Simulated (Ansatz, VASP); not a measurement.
## RbBr in VASP and in Ansatz

```
CELL_PARAMETERS angstrom
0.00000 3.47939 3.47939
3.47939 0.00000 3.47939
3.47939 3.47939 0.00000
ATOMIC_POSITIONS crystal
Rb 0.00000 0.00000 0.00000
Br 0.50000 0.50000 0.50000
```

Alike in both runs: task single point; functional PBE; k mesh 4 × 4 × 4; occupations gaussian, width 0.1 eV; no spin polarisation.

|  | VASP | Ansatz |
| --- | --- | --- |
| version | VASP 6.6.1 | Ansatz 0.2.0 |
| potentials or method | VASP PAW PBE potentials, release 64 (Rb_sv, Br), cutoff 520 eV | scalar-relativistic, plane waves, PAW |
| valence electrons in the cell | 16 | 16 |

```tsv
	VASP	Ansatz	Ansatz less VASP
gap on the k mesh at the Fermi level (eV)	4.25	4.25	+0.002
least direct gap on the mesh (eV)	4.25	4.25	+0.002
pressure (GPa)	0.3	0.3	-0.02
```
